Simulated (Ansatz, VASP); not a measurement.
# One calculation of Si4O, two programs

```xyz
5
Lattice="2.6847 0.0000 0.0000 0.0000 6.0841 0.0000 0.0000 0.0000 5.5804" Properties=species:S:1:pos:R:3 pbc="T T T"
Si    1.3424    1.5286    0.0000
Si    1.3424    4.5555    0.0000
Si    0.0000    3.0420    4.0181
Si    0.0000    3.0420    1.5623
O     0.0000    0.0000    0.0000
```

Alike in both runs: functional PBE; k mesh 14 × 8 × 8; occupations gaussian, width 0.1 eV; no spin polarisation.

Ansatz relaxed the structure, and its values are those at the end. VASP's run is a single point on that final structure, the one shown.

|  | VASP | Ansatz |
| --- | --- | --- |
| version | VASP 6.6.1 | Ansatz 0.2.0 |
| potentials or method | VASP PAW PBE potentials, release 64 (Si, O), cutoff 520 eV | scalar-relativistic, plane waves, PAW |
| valence electrons in the cell | 22 | 22 |

VASP gave:

| Item | Value |
| --- | --- |
| gap on the k mesh at the Fermi level (eV) | none |
| pressure (GPa) | 0.0 |
| rms of the force components (eV/Å) | 0.008 |

Estimate Ansatz's values.

gap on the k mesh at the Fermi level (eV): none; pressure (GPa): 0.0; rms of the force components (eV/Å): 0.000.

A gap of «none» marks a metal or a gap that the smearing closes.
